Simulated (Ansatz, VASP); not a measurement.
# Ta2Si2Ge in VASP and in Ansatz

```
Ta Si Ge
1.0
     2.96258    0.00000    0.00000
    -1.48129    2.56567    0.00000
     0.00000    0.00000   11.64400
Ta Si Ge
2 2 1
Direct
  0.33333 0.66667 0.22342
  0.33333 0.66667 0.77658
  0.66667 0.33333 0.40020
  0.66667 0.33333 0.59980
  0.33333 0.66667 0.00000
```

Alike in both runs: functional PBE; k mesh 12 × 12 × 4; occupations gaussian, width 0.1 eV; no spin polarisation.

Ansatz relaxed the structure, and its values are those at the end. VASP's run is a single point on that final structure, the one shown.

|  | VASP | Ansatz |
| --- | --- | --- |
| version | VASP 6.6.1 | Ansatz 0.2.0 |
| potentials or method | VASP PAW PBE potentials, release 64 (Ta_pv, Si, Ge_d), cutoff 520 eV | scalar-relativistic, plane waves, PAW |
| valence electrons in the cell | 44 | 48 |

VASP gave:

| Quantity | Value |
| --- | --- |
| gap on the k mesh at the Fermi level (eV) | none |
| pressure (GPa) | 0.0 |
| rms of the force components (eV/Å) | 0.006 |

Question: Which values does Ansatz return?

Answer: gap on the k mesh at the Fermi level (eV): none; pressure (GPa): 0.0; rms of the force components (eV/Å): 0.000.

A gap of «none» marks a metal or a gap that the smearing closes. VASP's potentials hold 44 valence electrons a cell and Ansatz's 48, so a difference there can come from the potentials and not from the codes.

Spin-orbit coupling is off throughout.
